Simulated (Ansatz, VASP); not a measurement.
**LaB6: VASP beside Ansatz**

```
La B
1.0
     4.15220    0.00000    0.00000
     0.00000    4.15220    0.00000
     0.00000    0.00000    4.15220
La B
1 6
Direct
  0.00000 0.00000 0.00000
  0.20003 0.50000 0.50000
  0.50000 0.20003 0.50000
  0.79997 0.50000 0.50000
  0.50000 0.79997 0.50000
  0.50000 0.50000 0.20003
  0.50000 0.50000 0.79997
```

Alike in both runs: functional r2SCAN; k mesh 8 × 8 × 8; occupations fermi-dirac, width 0.1 eV; no spin polarisation.

Ansatz relaxed the structure, and its values are those at the end. VASP's run is a single point on that final structure, the one shown.

|  | VASP | Ansatz |
| --- | --- | --- |
| version | VASP 6.6.1 | Ansatz 0.2.0 |
| potentials or method | VASP PAW PBE potentials, release 64 (La, B), cutoff 520 eV | PAW plane waves |
| valence electrons in the cell | 29 | 29 |

|  | VASP | Ansatz | Ansatz less VASP |
| --- | --- | --- | --- |
| gap on the k mesh at the Fermi level (eV) | none | none | - |
| pressure (GPa) | 0.0 | 0.0 | -0.03 |
| rms of the force components (eV/Å) | 0.011 | 0.000 | -0.0110 |

VASP's potentials were made for PBE, not for r2SCAN. A gap of «none» marks a metal or a gap that the smearing closes.

Spin-orbit coupling is off throughout.
